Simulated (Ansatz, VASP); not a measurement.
## Si3Sn in VASP and in Ansatz

File INCAR:

```
SYSTEM = Si3Sn
PREC = Accurate
ENCUT = 600
EDIFF = 1E-6
ISMEAR = 0
SIGMA = 0.1
LREAL = .FALSE.
LASPH = .TRUE.
NELM = 60
ALGO = Normal
ISIF = 3
LWAVE = .FALSE.
LCHARG = .FALSE.
GGA = PE
IBRION = 2
NSW = 100
EDIFFG = -0.01
```

KPOINTS

```
Automatic mesh
0
G
  12 12 12
  0 0 0
```

POSCAR

```
Si3Sn
1.0
   -2.6935471005      2.6935471005      2.6935471005
    2.6935471005     -2.6935471005      2.6935471005
    2.6935471005      2.6935471005     -2.6935471005
Si Sn
3 1
Direct
    0.0000000000      0.5000000000      0.5000000000
    0.5000000000      0.0000000000      0.5000000000
    0.5000000000      0.5000000000      0.0000000000
    0.0000000000      0.0000000000      0.0000000000
```

Input for Ansatz:

```yaml
crystal:
  lattice:
    - [-2.6935471005, 2.6935471005, 2.6935471005]
    - [2.6935471005, -2.6935471005, 2.6935471005]
    - [2.6935471005, 2.6935471005, -2.6935471005]
  atoms:
    - { symbol: Si, position: [0.0, 0.5, 0.5] }
    - { symbol: Si, position: [0.5, 0.0, 0.5] }
    - { symbol: Si, position: [0.5, 0.5, 0.0] }
    - { symbol: Sn, position: [0.0, 0.0, 0.0] }
basis:
  ecutwfc: 420
kpoints:
  mp_grid: { grid: [12, 12, 12] }
hamiltonian:
  xc: pbe
scf:
  occupations: { method: gaussian, width: 0.1 }
output:
  forces: true
  stress: true
  eigenvalues: true
  write_density: true
  write_potential: true
  elf: true
  volumetric_format: npy
relax:
  adjacent_minimum: "off"
  f_tol: 0.01
  max_steps: 80
  cell: { stress_tol: 0.05 }
```

Alike in both runs: task relaxation of cell and atoms; functional PBE; k mesh 12 × 12 × 12; occupations gaussian, width 0.1 eV; no spin polarisation.

|  | VASP | Ansatz |
| --- | --- | --- |
| version | VASP 6.6.1 | Ansatz 0.2.0 |
| potentials or method | VASP PAW PBE potentials, release 64 (Si, Sn_d), cutoff 600 eV | scalar-relativistic, plane waves, PAW |
| valence electrons in the cell | 26 | 26 |

Ansatz gave:

- gap on the k mesh at the Fermi level, each at its own relaxed structure (eV): none
- relaxed volume (Å³/atom): 19.58
- relaxed cell length with the largest relative difference (Å): 4.669

Q: Which values does VASP return?

A: gap on the k mesh at the Fermi level, each at its own relaxed structure (eV): none; relaxed volume (Å³/atom): 19.54; relaxed cell length with the largest relative difference (Å): 4.665.

A gap of «none» marks a metal or a gap that the smearing closes.

Noted on VASP's run: the relaxation stopped at its first step, so nothing moved.
